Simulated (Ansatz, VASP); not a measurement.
## One calculation of Be, two programs

File INCAR:

```
SYSTEM = Be
PREC = Accurate ; ENCUT = 600
EDIFF = 1E-6 ; ISMEAR = 0
SIGMA = 0.1 ; LREAL = .FALSE.
LASPH = .TRUE. ; NELM = 100
ALGO = Fast ; ISIF = 3
LWAVE = .FALSE. ; LCHARG = .FALSE.
GGA = PE ; IBRION = 2
NSW = 100 ; EDIFFG = -0.015
```

Contents of KPOINTS:

```
Automatic mesh
0
G
  10 6 4
  0 0 0
```

File POSCAR:

```
Be
1.0
    1.1181514336     -2.0032867484      0.0324186590
   -3.3208938486     -1.9839106122     -0.0237112600
   -0.0894227851      0.0676463908     -7.3256758221
Be
8
Direct
    0.5490270855      0.5431552871      1.0004300426
   -0.0406771282     -0.0052426398      1.0040156705
    0.4421330349      0.4807700564      0.4980329563
    0.0202263489      0.0024891523      0.4977421317
    0.4030481478      0.8173647968      0.2125874089
    1.0163224263      0.2888240557      0.2692230429
    0.0040914937      0.7307528340      0.7830752444
    0.6058285911      0.1418864575      0.7348935027
```

Input for Ansatz:

```yaml
crystal:
  lattice:
    - [1.1181514336, -2.0032867484, 0.032418659]
    - [-3.3208938486, -1.9839106122, -0.02371126]
    - [-0.0894227851, 0.0676463908, -7.3256758221]
  atoms:
    - { symbol: Be, position: [0.5490270855, 0.5431552871, 1.0004300426] }
    - { symbol: Be, position: [-0.0406771282, -0.0052426398, 1.0040156705] }
    - { symbol: Be, position: [0.4421330349, 0.4807700564, 0.4980329563] }
    - { symbol: Be, position: [0.0202263489, 0.0024891523, 0.4977421317] }
    - { symbol: Be, position: [0.4030481478, 0.8173647968, 0.2125874089] }
    - { symbol: Be, position: [1.0163224263, 0.2888240557, 0.2692230429] }
    - { symbol: Be, position: [0.0040914937, 0.730752834, 0.7830752444] }
    - { symbol: Be, position: [0.6058285911, 0.1418864575, 0.7348935027] }
basis:
  ecutwfc: 420
kpoints:
  mp_grid: { grid: [10, 6, 4] }
hamiltonian:
  xc: pbe
scf:
  occupations: { method: gaussian, width: 0.1 }
output:
  forces: true
  stress: true
  eigenvalues: true
relax:
  adjacent_minimum: "off"
  f_tol: 0.015
  max_steps: 120
  cell: { stress_tol: 0.15 }
```

Change from the starting cell: dhcp type (P6_3/mmc, No. 194); cell x2, atoms moved at random (sigma 0.15 Å) and cell strained at random (1.5 %), then relaxed without symmetry.

Alike in both runs: task relaxation of cell and atoms; functional PBE; k mesh 10 × 6 × 4; occupations gaussian, width 0.1 eV; no spin polarisation.

```csv
,VASP,Ansatz
version,VASP 6.6.1,Ansatz 0.2.0
potentials or method,"VASP PAW PBE potentials, release 64 (Be), cutoff 600 eV","scalar-relativistic, plane waves, PAW"
valence electrons in the cell,16,16
```

|  | VASP | Ansatz | Ansatz less VASP |
| --- | --- | --- | --- |
| gap on the k mesh at the Fermi level, each at its own relaxed structure (eV) | none | none | - |
| relaxed volume (Å³/atom) | 7.91 | 7.91 | -0.009 |
| relaxed cell length with the largest relative difference (Å) | 7.165 | 7.161 | -0.0043 |

A gap of «none» marks a metal or a gap that the smearing closes.
